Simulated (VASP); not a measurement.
Wanted: the native input for a VASP 6.6.1 run.

* Task: single point
* Functional: revPBE
* Potentials or basis: VASP PAW PBE potentials, release 64 (Ir)
* Cutoff: 520 eV
* k mesh: 23 × 23 × 23
* Occupations: fermi-dirac, width 0.05 eV
* Spin: collinear spin, ferromagnetic start
* Starting moments: [1.0] μB
* Dipole correction: no
* Further INCAR settings: ALGO = Normal; EDIFF = 1e-06; NBANDS = 14

The structure of Ir lies in POSCAR:

```
Ir
1.0
    0.0000000000      1.9413563894      1.9413563894
    1.9413563894      0.0000000000      1.9413563894
    1.9413563894      1.9413563894      0.0000000000
Ir
1
Direct
    0.0000000000      0.0000000000      0.0000000000
```

These files were run (other wordings do the same):

INCAR

```
SYSTEM = Ir
PREC = Accurate
ENCUT = 520
EDIFF = 1E-6
ISMEAR = -1
SIGMA = 0.05
LREAL = .False.
LASPH = .True.
NELM = 150
ALGO = Normal
ISIF = 2
LWAVE = .False.
LCHARG = .False.
ISPIN = 2
MAGMOM = 1
LORBIT = 11
LMAXMIX = 4
GGA = RE
NBANDS = 14
```

KPOINTS

```
Automatic mesh
0
Gamma
  23 23 23
  0 0 0
```

Potentials or basis: VASP PAW PBE potentials, release 64 (Ir).

Command:

```console
$ cat potpaw_PBE.64/Ir/POTCAR > POTCAR
$ mpirun -np 1 vasp_std > vasp.out
```

It gave:

```
Pressure                                              : 0.1 GPa
Net moment                                            : 0.00 μB per cell
Valence electrons inside the program's atomic spheres : Ir 8.29
```

Caveat: the PAW data sets were made with another functional, which shifts forces and pressure a little.

Wall time 2.4 min on 1 thread of AMD EPYC 9R45 (Zen 5), with other jobs on the host, peak memory 0.19 GiB.
